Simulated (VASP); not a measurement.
# AlH6 (P4mm) in VASP: relaxation of cell and atoms with PBE

Aim: the relaxation of cell and atoms of AlH6 with PBE.

Program: VASP 6.6.1. These are calculated values, not measurements. Logs are shortened: lines on timing, memory, paths and dates and some standing lists are left out, and cuts for length are marked.

## Step 1: The cell of the first run

It takes space group P4mm (No. 99, tetragonal). The conventional cell has a = 3.619 Å, b = 3.619 Å, c = 4.349 Å, α = 90.00°, β = 90.00°, γ = 90.00°. Within 2.7 Å of Al (site symmetry 4mm) lie 12 H at 2.04 to 2.66 Å. H (site symmetry m) has 4 H at 1.32 to 1.84 Å within 1.9 Å. H (site symmetry 2mm) has 2 H at 1.84 Å within 2.4 Å.

The cell was generated, and may not be a known phase.

## Step 2: Relaxation of cell and atoms, PBE

File INCAR:

```
ALGO = Normal
EDIFF = 1E-7
EDIFFG = -0.04
ENCUT = 1230
GGA = PE
GGA_COMPAT = F
IBRION = 2
ISIF = 3
ISMEAR = 0
LASPH = T
LCHARG = F
LREAL = F
LWAVE = F
NELM = 120
NELMIN = 4
NSW = 90
PREC = Accurate
SIGMA = 0.1
```

File KPOINTS:

```
k-points
0
Gamma
  6 6 4
```

File POSCAR:

```
AlH6
1.0
    3.6191875100      0.0000000000      0.0000000000
    0.0000000000      3.6191875100      0.0000000000
    0.0000000000      0.0000000000      4.3489626400
Al H
1 6
Direct
    0.5000000000      0.5000000000      0.9304303900
    0.3173891300      0.0000000000      0.0865772100
    0.6826108700      0.0000000000      0.0865772100
    0.0000000000      0.3173891300      0.0865772100
    0.0000000000      0.6826108700      0.0865772100
    0.5000000000      0.0000000000      0.4822293600
    0.0000000000      0.5000000000      0.4822293600
```

Potentials or basis: VASP PAW PBE potentials, release 64 (Al, H_h).

The run is started by

```bash
$ cat potpaw_PBE.64/Al/POTCAR potpaw_PBE.64/H_h/POTCAR > POTCAR
$ mpirun -np 1 vasp_std > vasp.out
```

OUTCAR:

```text
EDIFF = 1E-7
   EDIFFG = -0.04
   ENCUT = 1230
   GGA = PE
   IBRION = 2
   ISIF = 3
   ISMEAR = 0
   LASPH = T
   LREAL = F
   NELM = 120
   NELMIN = 4
   NSW = 90
   PREC = Accurate

 ion  position               nearest neighbor table
   1  0.500  0.500  0.930-   2 2.04   3 2.04   4 2.04   5 2.04   2 2.04   3 2.04   4 2.04   5 2.04

   2  0.317  0.000  0.087-   1 2.04   1 2.04
   3  0.683  0.000  0.087-   1 2.04   1 2.04
   4  0.000  0.317  0.087-   1 2.04   1 2.04
   5  0.000  0.683  0.087-   1 2.04   1 2.04
   6  0.500  0.000  0.482-
   7  0.000  0.500  0.482-

  LATTYP: Found a simple tetragonal cell.
 ALAT       =     3.6191875100
 C/A-ratio  =     1.2016405970

  Lattice vectors:

 A1 = (   3.6191875100,   0.0000000000,   0.0000000000)
 A2 = (   0.0000000000,   3.6191875100,   0.0000000000)
 A3 = (   0.0000000000,   0.0000000000,   4.3489626400)

Analysis of symmetry for initial positions (statically):
=====================================================================
 Subroutine PRICEL returns:
 Original cell was already a primitive cell.

 Routine SETGRP: Setting up the symmetry group for a
 simple tetragonal supercell.

 Subroutine GETGRP returns: Found  8 space group operations
 (whereof  8 operations were pure point group operations)
 out of a pool of 16 trial point group operations.

The static configuration has the point symmetry C_4v.

Analysis of symmetry for dynamics (positions and initial velocities):
=====================================================================
 Subroutine PRICEL returns:
 Original cell was already a primitive cell.

 Routine SETGRP: Setting up the symmetry group for a
 simple tetragonal supercell.

 Subroutine GETGRP returns: Found  8 space group operations
 (whereof  8 operations were pure point group operations)
 out of a pool of 16 trial point group operations.

The dynamic configuration has the point symmetry C_4v.

 Subroutine INISYM returns: Found  8 space group operations
 (whereof  8 operations are pure point group operations),
 and found     1 'primitive' translations

----------------------------------------------------------------------------------------

                                     Primitive cell

  volume of cell :      56.9650

  direct lattice vectors                    reciprocal lattice vectors
     3.619187510  0.000000000  0.000000000     0.276305109  0.000000000  0.000000000
     0.000000000  3.619187510  0.000000000     0.000000000  0.276305109  0.000000000
     0.000000000  0.000000000  4.348962640     0.000000000  0.000000000  0.229939892

  length of vectors
     3.619187510  3.619187510  4.348962640     0.276305109  0.276305109  0.229939892

  position of ions in fractional coordinates (direct lattice)
     0.500000000  0.500000000  0.930430390
     0.317389130  0.000000000  0.086577210
     0.682610870  0.000000000  0.086577210
     0.000000000  0.317389130  0.086577210
     0.000000000  0.682610870  0.086577210
     0.500000000  0.000000000  0.482229360
     0.000000000  0.500000000  0.482229360

  ion indices of the primitive-cell ions
   primitive index   ion index
                 1           1
                 2           2
                 3           3
                 4           4
                 5           5
                 6           6
                 7           7

----------------------------------------------------------------------------------------

 KPOINTS: k-points

Automatic generation of k-mesh.
 Grid dimensions read from file:
 generate k-points for:    6    6    4

 Generating k-lattice:

  Cartesian coordinates                     Fractional coordinates (reciprocal lattice)
     0.046050852  0.000000000  0.000000000     0.166666667  0.000000000  0.000000000
     0.000000000  0.046050852  0.000000000     0.000000000  0.166666667  0.000000000
     0.000000000  0.000000000  0.057484973     0.000000000  0.000000000  0.250000000

  Length of vectors
     0.046050852  0.046050852  0.057484973

  Shift w.r.t. Gamma in fractional coordinates (k-lattice)
     0.000000000  0.000000000  0.000000000

 Subroutine IBZKPT returns following result:
 ===========================================

 Found     30 irreducible k-points:

 Following reciprocal coordinates:
            Coordinates               Weight
  0.000000  0.000000  0.000000      1.000000
  0.166667  0.000000  0.000000      4.000000
  0.333333  0.000000  0.000000      4.000000
  0.500000  0.000000  0.000000      2.000000
  0.166667  0.166667  0.000000      4.000000
  0.333333  0.166667  0.000000      8.000000
[... 16 lines left out ...]
  0.333333  0.000000  0.500000      4.000000
  0.500000  0.000000  0.500000      2.000000
 [... further k-points ...]
   k-points           NKPTS =     30   k-points in BZ     NKDIM =     30   number of bands    NBANDS=      8
   number of dos      NEDOS =    301   number of ions     NIONS =      7
   total plane-waves  NPLWV =  88200
   dimension x,y,z NGX =    42 NGY =   42 NGZ =   50
   dimension x,y,z NGXF=    84 NGYF=   84 NGZF=  100
   ions per type =               1   6
   NGX,Y,Z   is equivalent  to a cutoff of  19.29, 19.29, 19.11 a.u.
   NGXF,Y,Z  is equivalent  to a cutoff of  38.59, 38.59, 38.23 a.u.
 SYSTEM =  unknown system
   PREC   = accura    normal or accurate (medium, high low for compatibility)
   ISTART =      0    job   : 0-new  1-cont  2-samecut
   ICHARG =      2    charge: 1-file 2-atom 10-const
   ISPIN  =      1    spin polarized calculation?
   LNONCOLLINEAR =      F non collinear calculations
   LSORBIT =      F    spin-orbit coupling
   LASPH  =      T    aspherical Exc in radial PAW
   ENCUT  = 1230.0 eV  90.40 Ry    9.51 a.u.  10.35 10.35 12.44*2*pi/ulx,y,z
   NELM   =    120;   NELMIN=  4; NELMDL= -5     # of ELM steps
   EDIFF  = 0.1E-06   stopping-criterion for ELM
   LREAL  =      F    real-space projection
   EDIFFG = -.4E-01   stopping-criterion for IOM
   NSW    =     90    number of steps for IOM
   IBRION =      2    ionic relax: 0-MD 1-quasi-New 2-CG
   NFREE  =      1    steps in history (QN), initial steepest desc. (CG)
   ISIF   =      3    stress and relaxation
   ISYM   =      2    0-nonsym 1-usesym 2-fastsym
   POTIM  = 0.5000    time-step for ionic-motion
   TEBEG  =    0.0;   TEEND  =   0.0 temperature during run
   PSTRESS=    0.0 pullay stress
   NELECT =       9.0000    total number of electrons
   NUPDOWN=      -1.0000    fix difference up-down
   EMIN   =  10.00;   EMAX   =-10.00  energy-range for DOS
   EFERMI =   0.00;   METHOD = LEGACY
   ISMEAR =     0;   SIGMA  =   0.10  broadening in eV -4-tet -1-fermi 0-gaus
   EFERMI_NEDOS =   21; number of points for ismear=-14 and -15
   IALGO  =     38    algorithm
   IMIX   =      4    mixing-type and parameters
     AMIX     =   0.40;   BMIX     =  1.00
     AMIX_MAG =   1.60;   BMIX_MAG =  1.00
  volume/ion in A,a.u.               =       8.14        54.92
  Fermi-wavevector in a.u.,A,eV,Ry     =   0.885020  1.672445 10.656903  0.783260
  Thomas-Fermi vector in A             =   2.005998
   LORBIT       =      0    0 simple, 1 ext, 2 COOP (PROOUT), +10 PAW based schemes
   GGA     = PE    functional components
   LHFCALC =     F    Hartree Fock is set to
   AEXX    =    0.0000 exact exchange contribution
   IVDW    =     0    specifies the selected vdW correction
   LEPSILON=     F    determine dielectric tensor
   LRPA    =     F    only Hartree local field effects (RPA)
 conjugate gradient relaxation of ions
 non-spin polarized calculation
 Gauss-broadening in eV      SIGMA  =   0.10
  energy-cutoff  :     1230.00
  volume of cell :       56.96
 maximum number of plane-waves:      5624
 NGX is ok and might be reduce to    42
   NGX = 21   NGY = 21   NGZ = 25

--------------------------------------- Ionic step        1  -------------------------------------------

 number of electron       9.0000000 magnetization

 Free energy of the ion-electron system (eV)
  ---------------------------------------------------
  ext. energy  EPLUGINS =         0.00000000
  ---------------------------------------------------
  free energy    TOTEN  =       -17.02787922 eV

  energy without entropy =      -17.02232732  energy(sigma->0) =      -17.02510327

------------------------ aborting loop because EDIFF is reached ----------------------------------------

  FORCE on cell =-STRESS in cart. coord.  units (eV):
  Direction    XX          YY          ZZ          XY          YZ          ZX
  --------------------------------------------------------------------------------------
  -------------------------------------------------------------------------------------
  Total       -4.3500021     -4.3500021     -4.0054728      0.0000000      0.0000000     -0.0000000
  in kB     -122.3466830   -122.3466830   -112.6565685      0.0000000      0.0000000     -0.0000000
  external PRESSURE =    -119.1166448 kB  Pullay stress =       0.0000000 kB
[... 916 lines left out ...]
 k-point    24 :       0.5000    0.0000    0.5000
  band No.  band energies     occupation
      1      -5.6892      2.00000
      2      -4.1375      2.00000
      3      -2.5672      2.00000
      4      -2.0236      2.00000
      5       7.4060      0.00000
      6       9.1908      0.00000
      7       9.6883      0.00000
      8      11.3455      0.00000

 [... further k-points ...]

[... ionic steps 4 to 46 ...]

--------------------------------------- Ionic step       47  -------------------------------------------

 number of electron       9.0000001 magnetization

------------------------ aborting loop because EDIFF is reached ----------------------------------------

  FORCE on cell =-STRESS in cart. coord.  units (eV):
  Direction    XX          YY          ZZ          XY          YZ          ZX
  --------------------------------------------------------------------------------------
  -------------------------------------------------------------------------------------
  Total        0.5291466      0.5291466     -0.1230566      0.0000000     -0.0000000      0.0000000
  in kB        9.9430446      9.9430446     -2.3123222      0.0000000     -0.0000000      0.0000000
  external PRESSURE =       5.8579224 kB  Pullay stress =       0.0000000 kB
[... 67 lines left out ...]
  energy  without entropy=      -22.2593517499  energy(sigma->0) =      -22.26093860

--------------------------------------- Ionic step       49  -------------------------------------------

 number of electron       9.0000002 magnetization

 Free energy of the ion-electron system (eV)
  ---------------------------------------------------
  ext. energy  EPLUGINS =         0.00000000
  ---------------------------------------------------
  free energy    TOTEN  =       -22.26357445 eV

  energy without entropy =      -22.26039713  energy(sigma->0) =      -22.26198579

 E-fermi :   0.2849     XC(G=0):  -6.4796

 val. band max:        0.0290117155   @ k =   0.1667   0.0000   0.5000
 cond. band min:       0.2851230075   @ k =   0.3333   0.0000   0.0000
 fundamental gap:      0.2561112920
 Fermi energy:         0.2849169694

 k-point     1 :       0.0000    0.0000    0.0000
  band No.  band energies     occupation
      1      -9.4082      2.00000
      2      -8.7911      2.00000
      3      -4.8638      2.00000
      4      -2.2543      2.00000
      5      -0.8405      2.00000
      6       3.8525      0.00000
      7       3.8525      0.00000
      8       4.2847      0.00000
[... 287 lines left out ...]
  FREE ENERGIE OF THE ION-ELECTRON SYSTEM (eV)
  ---------------------------------------------------
  free  energy   TOTEN  =       -22.2635744501 eV

  energy  without entropy=      -22.2603971317  energy(sigma->0) =      -22.26198579

 reached required accuracy - stopping structural energy minimisation
```

It took 11 min on 1 thread of Intel Xeon 6975P-C (Granite Rapids), shared host; peak memory 0.34 GiB.

Results:

```yaml
Free_energy: -22.2636 eV
Relaxed_volume: 12.41 Å³/atom
Relaxed_cell: a = 3.518 Å, b = 3.518 Å, c = 7.023 Å, α = 90.00°, β = 90.00°, γ = 90.00°
Space_group_after_relaxing_to_0.1_Å: P4mm (No. 99)
Pressure_after_relaxing: 0.2 GPa
Largest_force_after_relaxing: 0.019 eV/Å
Band_gap_on_the_k_mesh: zero (an odd number of electrons rules out a gap without spin polarisation)
```

Forces in eV/Å, atoms in the order of the input:
```
Al   0.000  0.000  0.019
H   -0.015  0.000 -0.009
H    0.015  0.000 -0.009
H    0.000 -0.015 -0.009
H    0.000  0.015 -0.009
H    0.000  0.000  0.008
H    0.000  0.000  0.008
```

Stress tensor (GPa, compression positive):
```
 0.46  0.00  0.00
 0.00  0.46  0.00
 0.00  0.00 -0.29
```

Final structure:
```
Al H
1.0
     3.51764    0.00000    0.00000
     0.00000    3.51764    0.00000
     0.00000    0.00000    7.02264
Al H
1 6
Direct
  0.50000 0.50000 0.59086
  0.39395 0.00000 0.10918
  0.60605 0.00000 0.10918
  0.00000 0.39395 0.10918
  0.00000 0.60605 0.10918
  0.50000 0.00000 0.60681
  0.00000 0.50000 0.60681
```

Levels at points of the mesh, in eV from the Fermi level:
| k point | band 1 | band 2 | band 3 | band 4 | band 5 | band 6 | band 7 | band 8 |
| --- | --- | --- | --- | --- | --- | --- | --- | --- |
| (0.00, 0.00, 0.00) | -9.69 | -9.08 | -5.15 | -2.54 | -1.13 | 3.57 | 3.57 | 4.00 |
| (0.50, 0.00, 0.00) | -7.71 | -7.59 | -7.06 | -6.12 | 0.77 | 2.91 | 3.12 | 5.16 |
| (0.50, 0.50, 0.00) | -7.10 | -7.10 | -5.53 | -5.53 | -2.72 | 0.91 | 2.61 | 2.95 |
| (0.00, 0.00, 0.50) | -9.50 | -9.31 | -5.14 | -2.55 | -0.52 | 2.27 | 3.60 | 3.60 |
| (0.50, 0.00, 0.50) | -7.69 | -7.42 | -7.25 | -6.16 | 1.06 | 2.80 | 3.68 | 4.86 |
| (0.50, 0.50, 0.50) | -7.09 | -7.09 | -5.55 | -5.55 | -2.70 | 1.03 | 2.17 | 2.61 |

Caveat: the k points lie up to 0.30 Å⁻¹ apart in the final cell, too coarse for converged energies and pressures of a metal; the volume moved by over 15 % at a fixed basis, so the end points are rough; an odd number of electrons without spin polarisation forces a metal; a magnetic or distorted state may lie lower.

The gap in the log of VASP goes by the Fermi energy; the results here count the filled bands.